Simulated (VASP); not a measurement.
Crystal: NaCu.

```
Na Cu
1.0
     0.00000    2.57161    2.57161
     2.57161    0.00000    2.57161
     2.57161    2.57161    0.00000
Na Cu
1 1
Direct
  0.00000 0.00000 0.00000
  0.50000 0.50000 0.50000
```

* Program: VASP 6.6.1
* Task: relaxation of cell and atoms
* Functional: PBE
* Potentials or basis: VASP PAW PBE potentials, release 64 (Na_pv, Cu)
* Cutoff: 600 eV
* k mesh: 6 × 6 × 6
* Occupations: gaussian, width 0.1 eV
* Spin: no spin polarisation

At the start: pressure 13.6 GPa; volume 17.01 Å³/atom.

Task: Where does the relaxation end?

Result: Over 4 steps the energy falls by 248.6 meV/atom and the volume is 24.77 Å³/atom (+45.7 %); space group Fm-3m (No. 225, to 0.1 Å) before and after.

Step by step:
```
step  energy change (eV)  largest force (eV/Å)  pressure (GPa)  volume (Å³)
   1              0.0000                0.0000           13.58        34.01
   2             -0.3968                0.0000            4.45        41.61
   3             -0.4885                0.0000            1.07        47.28
   4             -0.4971                0.0000            0.17        49.54
```

Final structure:
```xyz
2
Lattice="0.0000 2.9151 2.9151 2.9151 0.0000 2.9151 2.9151 2.9151 0.0000" Properties=species:S:1:pos:R:3 pbc="T T T"
Na    2.9151    2.9151    5.8302
Cu    2.9151    2.9151    2.9151
```

Caveat: the volume moved by over 15 % at a fixed basis, so the end points are rough.
